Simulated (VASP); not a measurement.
# C (P6_3/mmc) in VASP: a series of runs

The runs below take C through single point, with LDA.

The COD entry that gives the cell may itself be a prediction, so a difference from it is no test against experiment.

Everything below comes from runs of VASP 6.6.1. Logs are shortened: lines on timing, memory, paths and dates and some standing lists are left out, and cuts for length are marked.

### 1 The cell of the first run

The structure is hexagonal, space group P6_3/mmc (No. 194). Conventional cell: a = 2.550 Å, b = 2.550 Å, c = 11.882 Å, α = 90.00°, β = 90.00°, γ = 120.00°. Within 2.0 Å of C (site symmetry 3m) lie 4 C at 1.50 to 1.55 Å. C (site symmetry 3m) has 4 C at 1.48 to 1.55 Å within 2.0 Å. C (site symmetry 3m) has 4 C at 1.48 to 1.55 Å within 2.0 Å.

### 2 Single point, LDA

Input file INCAR:

```
ALGO = Normal ; EDIFF = 1E-7
ENCUT = 520 ; GGA = CA
ISIF = 2 ; ISMEAR = 0
LASPH = T ; LCHARG = F
LREAL = F ; LWAVE = F
NBANDS = 36 ; NELM = 80
PREC = Accurate ; SIGMA = 0.05
```

Input file KPOINTS:

```
k-points
0
Gamma
  12 12 2
```

Input file POSCAR:

```
C
1.0
    2.5503000000      0.0000000000      0.0000000000
   -1.2751500000      2.2086245873      0.0000000000
    0.0000000000      0.0000000000     11.8821000000
C
12
Direct
    0.0000000000      0.0000000000      0.1868599868
    0.0000000000      0.0000000000      0.6868599868
    0.0000000000      0.0000000000      0.3131400132
    0.0000000000      0.0000000000      0.8131400132
    0.3333333333      0.6666666667      0.5207718743
    0.6666666667      0.3333333333      0.0207718743
    0.3333333333      0.6666666667      0.9792281257
    0.6666666667      0.3333333333      0.4792281257
    0.3333333333      0.6666666667      0.6450609412
    0.6666666667      0.3333333333      0.1450609412
    0.3333333333      0.6666666667      0.8549390588
    0.6666666667      0.3333333333      0.3549390588
```

Potentials or basis: VASP PAW LDA potentials, release 64 (C).

Started as:

```bash
$ cat potpaw_LDA.64/C/POTCAR > POTCAR
$ mpirun -np 1 vasp_std > vasp.out
```

OUTCAR:

```text
EDIFF = 1E-7
   ENCUT = 520
   GGA = CA
   ISIF = 2
   ISMEAR = 0
   LASPH = T
   LREAL = F
   NELM = 80
   PREC = Accurate

 ion  position               nearest neighbor table
   1  0.000  0.000  0.187-   3 1.50  10 1.55  10 1.55  10 1.55
   2  0.000  0.000  0.687-   4 1.50   9 1.55   9 1.55   9 1.55
   3  0.000  0.000  0.313-   1 1.50  12 1.55  12 1.55  12 1.55
   4  0.000  0.000  0.813-   2 1.50  11 1.55  11 1.55  11 1.55
   5  0.333  0.667  0.521-   9 1.48   8 1.55   8 1.55   8 1.55
   6  0.667  0.333  0.021-  10 1.48   7 1.55   7 1.55   7 1.55
   7  0.333  0.667  0.979-  11 1.48   6 1.55   6 1.55   6 1.55
   8  0.667  0.333  0.479-  12 1.48   5 1.55   5 1.55   5 1.55
   9  0.333  0.667  0.645-   5 1.48   2 1.55   2 1.55   2 1.55
  10  0.667  0.333  0.145-   6 1.48   1 1.55   1 1.55   1 1.55
  11  0.333  0.667  0.855-   7 1.48   4 1.55   4 1.55   4 1.55
  12  0.667  0.333  0.355-   8 1.48   3 1.55   3 1.55   3 1.55

  LATTYP: Found a hexagonal cell.
 ALAT       =     2.5503000000
 C/A-ratio  =     4.6590989295

  Lattice vectors:

 A1 = (   2.5503000000,   0.0000000000,   0.0000000000)
 A2 = (  -1.2751500000,   2.2086245873,   0.0000000000)
 A3 = (   0.0000000000,   0.0000000000,  11.8821000000)

Analysis of symmetry for initial positions (statically):
=====================================================================
 Subroutine PRICEL returns:
 Original cell was already a primitive cell.

 Routine SETGRP: Setting up the symmetry group for a
 hexagonal supercell.

 Subroutine GETGRP returns: Found 24 space group operations
 (whereof 12 operations were pure point group operations)
 out of a pool of 24 trial point group operations.

The static configuration has the point symmetry D_3d.
 The point group associated with its full space group is D_6h.

Analysis of symmetry for dynamics (positions and initial velocities):
=====================================================================
 Subroutine PRICEL returns:
 Original cell was already a primitive cell.

 Routine SETGRP: Setting up the symmetry group for a
 hexagonal supercell.

 Subroutine GETGRP returns: Found 24 space group operations
 (whereof 12 operations were pure point group operations)
 out of a pool of 24 trial point group operations.

The dynamic configuration has the point symmetry D_3d.
 The point group associated with its full space group is D_6h.

 Subroutine INISYM returns: Found 24 space group operations
 (whereof 12 operations are pure point group operations),
 and found     1 'primitive' translations

----------------------------------------------------------------------------------------

                                     Primitive cell

  volume of cell :      66.9278

  direct lattice vectors                    reciprocal lattice vectors
     2.550300000  0.000000000  0.000000000     0.392110732  0.226385237  0.000000000
    -1.275150000  2.208624587  0.000000000     0.000000000  0.452770473  0.000000000
     0.000000000  0.000000000 11.882100000     0.000000000  0.000000000  0.084160207

  length of vectors
     2.550300000  2.550300000 11.882100000     0.452770473  0.452770473  0.084160207

  position of ions in fractional coordinates (direct lattice)
     0.000000000  0.000000000  0.186859987
     0.000000000  0.000000000  0.686859987
     0.000000000  0.000000000  0.313140013
     0.000000000  0.000000000  0.813140013
     0.333333333  0.666666667  0.520771874
     0.666666667  0.333333333  0.020771874
     0.333333333  0.666666667  0.979228126
     0.666666667  0.333333333  0.479228126
     0.333333333  0.666666667  0.645060941
     0.666666667  0.333333333  0.145060941
     0.333333333  0.666666667  0.854939059
     0.666666667  0.333333333  0.354939059

  ion indices of the primitive-cell ions
   primitive index   ion index
                 1           1
                 2           2
                 3           3
                 4           4
                 5           5
                 6           6
                 7           7
                 8           8
                 9           9
                10          10
                11          11
                12          12

----------------------------------------------------------------------------------------

 KPOINTS: k-points

Automatic generation of k-mesh.
 Grid dimensions read from file:
 generate k-points for:   12   12    2

 Generating k-lattice:

  Cartesian coordinates                     Fractional coordinates (reciprocal lattice)
     0.032675894  0.018865436  0.000000000     0.083333333  0.000000000  0.000000000
     0.000000000  0.037730873  0.000000000     0.000000000  0.083333333  0.000000000
     0.000000000  0.000000000  0.042080104     0.000000000  0.000000000  0.500000000

  Length of vectors
     0.037730873  0.037730873  0.042080104

  Shift w.r.t. Gamma in fractional coordinates (k-lattice)
     0.000000000  0.000000000  0.000000000

 Subroutine IBZKPT returns following result:
 ===========================================

 Found     38 irreducible k-points:

 Following reciprocal coordinates:
            Coordinates               Weight
  0.000000  0.000000  0.000000      1.000000
  0.083333  0.000000  0.000000      6.000000
  0.166667  0.000000  0.000000      6.000000
  0.250000  0.000000  0.000000      6.000000
  0.333333 -0.000000  0.000000      6.000000
  0.416667  0.000000  0.000000      6.000000
[... 16 lines left out ...]
  0.250000  0.000000  0.500000      6.000000
  0.333333 -0.000000  0.500000      6.000000
 [... further k-points ...]
   k-points           NKPTS =     38   k-points in BZ     NKDIM =     38   number of bands    NBANDS=     36
   number of dos      NEDOS =    301   number of ions     NIONS =     12
   total plane-waves  NPLWV =  36000
   dimension x,y,z NGX =    20 NGY =   20 NGZ =   90
   dimension x,y,z NGXF=    40 NGYF=   40 NGZF=  180
   ions per type =              12
   NGX,Y,Z   is equivalent  to a cutoff of  13.04, 13.04, 12.59 a.u.
   NGXF,Y,Z  is equivalent  to a cutoff of  26.07, 26.07, 25.18 a.u.
 SYSTEM =  unknown system
   PREC   = accura    normal or accurate (medium, high low for compatibility)
   ISTART =      0    job   : 0-new  1-cont  2-samecut
   ICHARG =      2    charge: 1-file 2-atom 10-const
   ISPIN  =      1    spin polarized calculation?
   LNONCOLLINEAR =      F non collinear calculations
   LSORBIT =      F    spin-orbit coupling
   LASPH  =      T    aspherical Exc in radial PAW
   ENCUT  =  520.0 eV  38.22 Ry    6.18 a.u.   4.74  4.74 22.09*2*pi/ulx,y,z
   NELM   =     80;   NELMIN=  2; NELMDL= -5     # of ELM steps
   EDIFF  = 0.1E-06   stopping-criterion for ELM
   LREAL  =      F    real-space projection
   EDIFFG = 0.1E-05   stopping-criterion for IOM
   NSW    =      0    number of steps for IOM
   IBRION =     -1    ionic relax: 0-MD 1-quasi-New 2-CG
   NFREE  =      0    steps in history (QN), initial steepest desc. (CG)
   ISIF   =      2    stress and relaxation
   ISYM   =      2    0-nonsym 1-usesym 2-fastsym
   POTIM  = 0.5000    time-step for ionic-motion
   TEBEG  =    0.0;   TEEND  =   0.0 temperature during run
   PSTRESS=    0.0 pullay stress
   NELECT =      48.0000    total number of electrons
   NUPDOWN=      -1.0000    fix difference up-down
   EMIN   =  10.00;   EMAX   =-10.00  energy-range for DOS
   EFERMI =   0.00;   METHOD = LEGACY
   ISMEAR =     0;   SIGMA  =   0.05  broadening in eV -4-tet -1-fermi 0-gaus
   EFERMI_NEDOS =   21; number of points for ismear=-14 and -15
   IALGO  =     38    algorithm
   IMIX   =      4    mixing-type and parameters
     AMIX     =   0.40;   BMIX     =  1.00
     AMIX_MAG =   1.60;   BMIX_MAG =  1.00
  volume/ion in A,a.u.               =       5.58        37.64
  Fermi-wavevector in a.u.,A,eV,Ry     =   1.465390  2.769185 29.216699  2.147367
  Thomas-Fermi vector in A             =   2.581252
   LORBIT       =      0    0 simple, 1 ext, 2 COOP (PROOUT), +10 PAW based schemes
   GGA     = CA    functional components
   LHFCALC =     F    Hartree Fock is set to
   AEXX    =    0.0000 exact exchange contribution
   IVDW    =     0    specifies the selected vdW correction
   LEPSILON=     F    determine dielectric tensor
   LRPA    =     F    only Hartree local field effects (RPA)
 non-spin polarized calculation
 Gauss-broadening in eV      SIGMA  =   0.05
  energy-cutoff  :      520.00
  volume of cell :       66.93
 maximum number of plane-waves:      1824
 NGX is ok and might be reduce to    20
   NGX =  9   NGY =  9   NGZ = 45

 number of electron      47.9999999 magnetization

 Free energy of the ion-electron system (eV)
  ---------------------------------------------------
  ext. energy  EPLUGINS =         0.00000000
  ---------------------------------------------------
  free energy    TOTEN  =      -120.82795138 eV

  energy without entropy =     -120.82795138  energy(sigma->0) =     -120.82795138

 E-fermi :  10.3350     XC(G=0): -13.5763

 val. band max:       10.1092686329   @ k =   0.0000   0.0000   0.0000
 cond. band min:      13.9255021279   @ k =   0.5000   0.0000   0.0000
 fundamental gap:      3.8162334950
 Fermi energy:        10.3350166339

 k-point     1 :       0.0000    0.0000    0.0000
  band No.  band energies     occupation
      1     -11.5945      2.00000
      2     -10.7935      2.00000
      3     -10.7323      2.00000
      4      -8.3348      2.00000
      5      -8.2758      2.00000
      6      -4.8685      2.00000
[... 28 lines left out ...]
     35      17.7436      0.00000
     36      17.7679      0.00000
[... 866 lines left out ...]
      6      -4.1736      2.00000
[... 28 lines left out ...]
     35      20.1409      0.00000
     36      20.1409      0.00000

 [... further k-points ...]

------------------------ aborting loop because EDIFF is reached ----------------------------------------

  FORCE on cell =-STRESS in cart. coord.  units (eV):
  Direction    XX          YY          ZZ          XY          YZ          ZX
  --------------------------------------------------------------------------------------
  -------------------------------------------------------------------------------------
  Total      -10.9158495    -10.9158495     19.4871797      0.0000000      0.0000000      0.0000000
  in kB     -261.3134388   -261.3134388    466.5016633      0.0000000      0.0000000      0.0000000
  external PRESSURE =     -18.7084048 kB  Pullay stress =       0.0000000 kB

 VOLUME and BASIS-vectors are now :
 -----------------------------------------------------------------------------
  energy-cutoff  :      520.00
  volume of cell :       66.93
      direct lattice vectors                 reciprocal lattice vectors
     2.550300000  0.000000000  0.000000000     0.392110732  0.226385237  0.000000000
    -1.275150000  2.208624587  0.000000000     0.000000000  0.452770473  0.000000000
     0.000000000  0.000000000 11.882100000     0.000000000  0.000000000  0.084160207

 POSITION                                       TOTAL-FORCE (eV/Angst)
 -----------------------------------------------------------------------------------
      0.00000      0.00000      2.22029         0.000000     -0.000000     -0.422172
      0.00000      0.00000      8.16134        -0.000000     -0.000000     -0.422172
      0.00000      0.00000      3.72076         0.000000      0.000000      0.422172
      0.00000      0.00000      9.66181        -0.000000     -0.000000      0.422172
     -0.00000      1.47242      6.18786        -0.000000      0.000000     -0.467681
      1.27515      0.73621      0.24681         0.000000     -0.000000     -0.467681
     -0.00000      1.47242     11.63529        -0.000000     -0.000000      0.467681
      1.27515      0.73621      5.69424         0.000000     -0.000000      0.467681
     -0.00000      1.47242      7.66468         0.000000     -0.000000      0.298661
      1.27515      0.73621      1.72363         0.000000      0.000000      0.298661
     -0.00000      1.47242     10.15847         0.000000     -0.000000     -0.298661
      1.27515      0.73621      4.21742         0.000000      0.000000     -0.298661
 -----------------------------------------------------------------------------------
    total drift:                                0.000000      0.000000      0.000000

  FREE ENERGIE OF THE ION-ELECTRON SYSTEM (eV)
  ---------------------------------------------------
  free  energy   TOTEN  =      -120.8279513779 eV

  energy  without entropy=     -120.8279513779  energy(sigma->0) =     -120.82795138
```

Wall time 37 s (1 thread of Intel Xeon 6975P-C (Granite Rapids), shared host); peak memory 0.18 GiB.

Results:

```
Free energy            : -120.8280 eV
Pressure               : -1.9 GPa
Largest force          : 0.468 eV/Å
Band gap on the k mesh : 3.82 eV, indirect (least direct gap 4.71 eV)
```

Forces in eV/Å, atoms in the order of the input:
```
C    0.000  0.000 -0.422
C    0.000  0.000 -0.422
C    0.000  0.000  0.422
C    0.000  0.000  0.422
C    0.000  0.000 -0.468
C    0.000  0.000 -0.468
C    0.000  0.000  0.468
C    0.000  0.000  0.468
C    0.000  0.000  0.299
C    0.000  0.000  0.299
C    0.000  0.000 -0.299
C    0.000  0.000 -0.299
```

Levels at points of the mesh, in eV from the valence-band top:
| k point | band 22 | band 23 | band 24 | band 25 | band 26 | band 27 |
| --- | --- | --- | --- | --- | --- | --- |
| (0.00, 0.00, 0.00) | -0.29 | 0.00 | 0.00 | 4.71 | 4.71 | 6.03 |
| (0.50, 0.00, 0.00) | -4.12 | -3.65 | -2.70 | 3.82 | 4.52 | 4.62 |
| (0.00, 0.00, 0.50) | -0.43 | -0.43 | -0.43 | 5.21 | 5.21 | 5.21 |
| (0.50, 0.00, 0.50) | -3.73 | -3.14 | -3.14 | 4.01 | 4.01 | 5.51 |

[end of part 1 of 2]
